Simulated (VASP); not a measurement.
Set up this calculation in VASP 6.6.1, as the native input.

| Item | Value |
| --- | --- |
| Task | single point |
| Functional | PBE |
| Potentials or basis | VASP PAW PBE potentials, release 64 (Re_sv_GW) |
| Cutoff | 500 eV |
| k mesh | 19 × 19 × 10 |
| Occupations | fermi-dirac, width 0.08 eV |
| Spin | no spin polarisation |
| Dipole correction | no |
| Second run | valence_matched |
| Further INCAR settings | ALGO = Normal; EDIFF = 1e-06; NBANDS = 22 |

The structure of Re lies in POSCAR:

```
Re
1.0
    2.3437550227      0.0000000000      0.0000000000
   -1.1718775113      2.0297513899      0.0000000000
    0.0000000000      0.0000000000      3.7785701409
Re
2
Direct
    0.3333333333      0.6666666667      0.2500000000
    0.6666666667      0.3333333333      0.7500000000
```

The input as run:

INCAR

```
SYSTEM = Re
PREC = Accurate ; ENCUT = 500
EDIFF = 1E-6 ; ISMEAR = -1
SIGMA = 0.08 ; LREAL = .FALSE.
LASPH = .TRUE. ; NELM = 120
ALGO = Normal ; ISIF = 2
LWAVE = .FALSE. ; LCHARG = .FALSE.
GGA = PE ; NBANDS = 22
GGA_COMPAT = .FALSE.
```

KPOINTS

```
Automatic mesh
0
G
  19 19 10
  0 0 0
```

Potentials or basis: VASP PAW PBE potentials, release 64 (Re_sv_GW).

Command:

```bash
$ cat potpaw_PBE.64/Re_sv_GW/POTCAR > POTCAR
$ mpirun -np 1 vasp_std > vasp.out
```

It gave:

```yaml
Pressure: 541.1 GPa
Band_gap_on_the_k_mesh: zero (band 15 reaches 27.38 eV, above the bottom of band 16 at 20.08 eV)
```

Caveat: spin-orbit coupling is left out, which moves the levels of the heavy elements.

Wall time 37 s on 1 thread of Intel(R) Xeon(R) 6975P-C (Granite Rapids), on a shared host, peak memory 0.19 GiB.
